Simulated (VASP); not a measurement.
Set up this calculation in VASP 6.6.1, as the native input.

```yaml
Task: single point
Functional: PBEsol
Potentials_or_basis: VASP PAW PBE potentials, release 64 (V_sv)
Cutoff: 520 eV
k_mesh: 20 × 20 × 20
Occupations: gaussian, width 0.05 eV
Spin: collinear spin, ferromagnetic start
Starting_moments: "[0.05] μB"
Dipole_correction: no
Further_INCAR_settings: ALGO = Normal; EDIFF = 1e-07; NBANDS = 16
```

The structure of V lies in POSCAR:

```
V
1.0
   -1.4792009239      1.4792009239      1.4792009239
    1.4792009239     -1.4792009239      1.4792009239
    1.4792009239      1.4792009239     -1.4792009239
V
1
Direct
    0.0000000000      0.0000000000      0.0000000000
```

These files were run (other wordings do the same):

INCAR

```
PREC = Accurate
ENCUT = 520
EDIFF = 1E-7
ISMEAR = 0
SIGMA = 0.05
LREAL = False
LASPH = True
NELM = 150
ALGO = Normal
ISIF = 2
LWAVE = False
LCHARG = False
ISPIN = 2
MAGMOM = 0.05
LORBIT = 11
LMAXMIX = 4
GGA = PS
NBANDS = 16
```

KPOINTS

```
regular mesh
0
Gamma
  20 20 20
```

Potentials or basis: VASP PAW PBE potentials, release 64 (V_sv).

Command:

```console
$ cat potpaw_PBE.64/V_sv/POTCAR > POTCAR
$ mpirun -np 1 vasp_std > vasp.out
```

It gave:

The pressure is 0.3 GPa and the net moment is 0.00 μB per cell. The valence electrons inside the program's atomic spheres are V 11.73.

Caveat: the PAW data sets were made with another functional, which shifts forces and pressure a little.

Wall time 41 s on 1 thread of Intel(R) Xeon(R) 6975P-C (Granite Rapids) (shared host), peak memory 0.19 GiB.
